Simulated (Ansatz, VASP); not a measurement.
## CdF2 in VASP and in Ansatz

File INCAR:

```
SYSTEM = CdF2
ALGO     = Normal         ! electronic algorithm
EDIFF    = 1E-6           ! SCF threshold, eV
ENCUT    = 520            ! plane-wave cutoff, eV
GGA      = PE             ! functional
ISIF     = 2              ! what is computed and relaxed
ISMEAR   = -1             ! smearing method
LASPH    = .True.         ! aspherical terms in the spheres
LCHARG   = .False.        ! write CHGCAR
LREAL    = .False.        ! projectors in reciprocal space
LWAVE    = .False.        ! write WAVECAR
NBANDS   = 20             ! bands
NELM     = 60             ! most SCF steps
PREC     = Accurate       ! precision mode
SIGMA    = 0.02           ! smearing width, eV
```

The input KPOINTS:

```
k-points
0
Gamma
  8 8 8
  0 0 0
```

File POSCAR:

```
CdF2
1.0
    0.0513714261      2.6825809990      2.6825809990
    2.6825809990      0.0513714261      2.6825809990
    2.7339524251      2.7339524251      0.0000000000
Cd F
1 2
Direct
    0.0000000000      0.0000000000      0.0000000000
    0.2475404308      0.2475404308      0.2524595692
    0.7524595692      0.7524595692      0.7475404308
```

Input for Ansatz:

```yaml
crystal:
  lattice:
    - [0.0513714261, 2.682580999, 2.682580999]
    - [2.682580999, 0.0513714261, 2.682580999]
    - [2.7339524251, 2.7339524251, 0.0]
  atoms:
    - { symbol: Cd, position: [0.0, 0.0, 0.0] }
    - { symbol: F, position: [0.2475404308, 0.2475404308, 0.2524595692] }
    - { symbol: F, position: [0.7524595692, 0.7524595692, 0.7475404308] }
kpoints:
  mp_grid: { grid: [8, 8, 8] }
  band_path:
    path:
      - [0.0, 0.0, 0.0]
      - [0.5, 0.0, 0.5]
      - [0.625, 0.25, 0.625]
      - [0.375, 0.375, 0.75]
      - [0.5, 0.5, 0.5]
      - [0.5, 0.25, 0.75]
      - [0.25, 0.489583, -0.260417]
    npoints: 1
hamiltonian:
  xc: pbe
scf:
  occupations: { method: fermi_dirac, width: 0.02 }
  n_extra_bands: 4
output:
  forces: true
  stress: true
  eigenvalues: true
  write_density: true
  write_potential: true
  elf: true
  volumetric_format: npy
```

Change from the starting cell: shear_xy strain +3.8%.

Alike in both runs: task single point; functional PBE; k mesh 8 × 8 × 8; occupations fermi-dirac, width 0.02 eV; no spin polarisation.

|  | VASP | Ansatz |
| --- | --- | --- |
| version | VASP 6.6.1 | Ansatz 0.2.0 |
| potentials or method | VASP PAW PBE potentials, release 64 (Cd, F) | plane waves, PAW |
| plane-wave cutoff (eV) | 520 | 420 |
| valence electrons in the cell | 26 | 34 |

```tsv
	VASP	Ansatz	Ansatz less VASP
gap on the k mesh at the Fermi level (eV)	3.11	3.15	+0.034
pressure (GPa)	7.9	7.1	-0.82
traceless stress, the component that is largest in VASP (GPa)	-1.03	-0.91	+0.119
rms of the force components (eV/Å)	0.011	0.005	-0.0064
```

Atom by atom the forces differ by 0.006 eV/Å (rms over components). VASP's potentials hold 26 valence electrons a cell and Ansatz's 34, so a difference there can come from the potentials and not from the codes.
